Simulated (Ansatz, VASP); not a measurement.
**Two plane-wave programs on BaS**

File INCAR:

```
SYSTEM = BaS
PREC     = Accurate       ! precision mode
ENCUT    = 520            ! plane-wave cutoff, eV
EDIFF    = 1E-6           ! SCF threshold, eV
ISMEAR   = 0              ! smearing method
SIGMA    = 0.05           ! smearing width, eV
LREAL    = .False.        ! projectors in reciprocal space
LASPH    = .True.         ! aspherical terms in the spheres
NELM     = 60             ! most SCF steps
ALGO     = Normal         ! electronic algorithm
ISIF     = 2              ! what is computed and relaxed
LWAVE    = .False.        ! write WAVECAR
LCHARG   = .False.        ! write CHGCAR
GGA      = CA             ! functional
NBANDS   = 15             ! bands
```

KPOINTS

```
Automatic mesh
0
Gamma
  8 8 8
  0 0 0
```

Contents of POSCAR:

```
BaS
1.0
    0.0000000000      3.1937500000      3.3215000000
    3.1937500000      0.0000000000      3.3215000000
    3.1937500000      3.1937500000      0.0000000000
Ba S
1 1
Direct
    0.0000000000      0.0000000000      0.0000000000
    0.5000000000      0.5000000000      0.5000000000
```

Input for Ansatz:

```yaml
crystal:
  lattice:
    - [0.0, 3.19375, 3.3215]
    - [3.19375, 0.0, 3.3215]
    - [3.19375, 3.19375, 0.0]
  atoms:
    - { symbol: Ba, position: [0.0, 0.0, 0.0] }
    - { symbol: S, position: [0.5, 0.5, 0.5] }
basis:
  ecutwfc: 420
kpoints:
  mp_grid: { grid: [8, 8, 8] }
hamiltonian:
  xc: lda
scf:
  occupations: { method: gaussian, width: 0.05 }
output:
  forces: true
  stress: true
  eigenvalues: true
```

Change from the starting cell: strain +0.0400 x Voigt [0, 0, 1, 0, 0, 0], atoms carried along.

Alike in both runs: task single point; functional LDA; k mesh 8 × 8 × 8; occupations gaussian, width 0.05 eV; no spin polarisation.

```csv
,VASP,Ansatz
version,VASP 6.6.1,Ansatz 0.2.0
potentials or method,"VASP PAW LDA potentials, release 64 (Ba_sv, S), cutoff 520 eV","scalar-relativistic, plane waves, PAW"
valence electrons in the cell,16,16
```

Ansatz gave:

```
gap on the k mesh at the Fermi level (eV)                     : 2.02
least direct gap on the mesh (eV)                             : 2.15
pressure (GPa)                                                : -3.7
traceless stress, the component that is largest in VASP (GPa) : -1.38
```

**Question.** Estimate VASP's values.

**Answer.** gap on the k mesh at the Fermi level (eV): 1.92; least direct gap on the mesh (eV): 2.08; pressure (GPa): -3.2; traceless stress, the component that is largest in VASP (GPa): -1.55.

LDA's correlation is that of Perdew and Zunger in VASP and of Perdew and Wang (1992) in Ansatz.

Spin-orbit coupling is off throughout.
